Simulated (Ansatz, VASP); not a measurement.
**Zr2N in VASP and in Ansatz**

```xyz
6
Lattice="5.2834 0.0000 0.0000 0.0000 5.2834 0.0000 0.0000 0.0000 3.3808" Properties=species:S:1:pos:R:3 pbc="T T T"
Zr    1.5652    1.5652    0.0000
Zr    3.7182    3.7182    0.0000
Zr    4.2069    1.0765    1.6904
Zr    1.0765    4.2069    1.6904
N     0.0000    0.0000    0.0000
N     2.6417    2.6417    1.6904
```

Alike in both runs: task single point; functional PBEsol; k mesh 10 × 10 × 16; occupations gaussian, width 0.15 eV; no spin polarisation.

|  | VASP | Ansatz |
| --- | --- | --- |
| version | VASP 6.6.1 | Ansatz 0.2.0 |
| potentials or method | VASP PAW PBE potentials, release 64 (Zr_sv, N), cutoff 520 eV | scalar-relativistic, plane waves, PAW |
| valence electrons in the cell | 58 | 58 |

```tsv
	VASP	Ansatz	Ansatz less VASP
gap on the k mesh at the Fermi level (eV)	none	none	-
pressure (GPa)	0.0	-0.2	-0.26
traceless stress, the component that is largest in VASP (GPa)	-7.82	-7.83	-0.017
rms of the force components (eV/Å)	0.047	0.046	-0.0012
```

VASP's potentials were made for PBE, not for PBEsol. Atom by atom the forces differ by 0.001 eV/Å (rms over components). A gap of «none» marks a metal or a gap that the smearing closes.
